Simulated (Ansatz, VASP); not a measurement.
## Two plane-wave programs on MnS

```
Mn S
1.0
     0.00000    2.80000    2.80000
     2.80000    0.00000    2.80000
     2.80000    2.80000    0.00000
Mn S
1 1
Direct
  0.00000 0.00000 0.00000
  0.75000 0.75000 0.75000
```

Alike in both runs: task single point; functional PBEsol; k mesh 10 × 10 × 10; occupations gaussian, width 0.05 eV; non-collinear spin, spin-orbit coupling.

|  | VASP | Ansatz |
| --- | --- | --- |
| version | VASP 6.6.1 | Ansatz 0.2.0 |
| potentials or method | VASP PAW PBE potentials, release 64 (Mn_pv, S), cutoff 520 eV | plane waves, PAW |
| valence electrons in the cell | 19 | 21 |

|  | VASP | Ansatz | Ansatz less VASP |
| --- | --- | --- | --- |
| pressure (GPa) | -1.9 | -2.0 | -0.11 |
| net moment per atom (μB) | 2.46 | 2.46 | -0.001 |

VASP's potentials were made for PBE, not for PBEsol. VASP's potentials hold 19 valence electrons a cell and Ansatz's 21, so a difference there can come from the potentials and not from the codes. Ansatz's warnings: stress scf threshold loose.
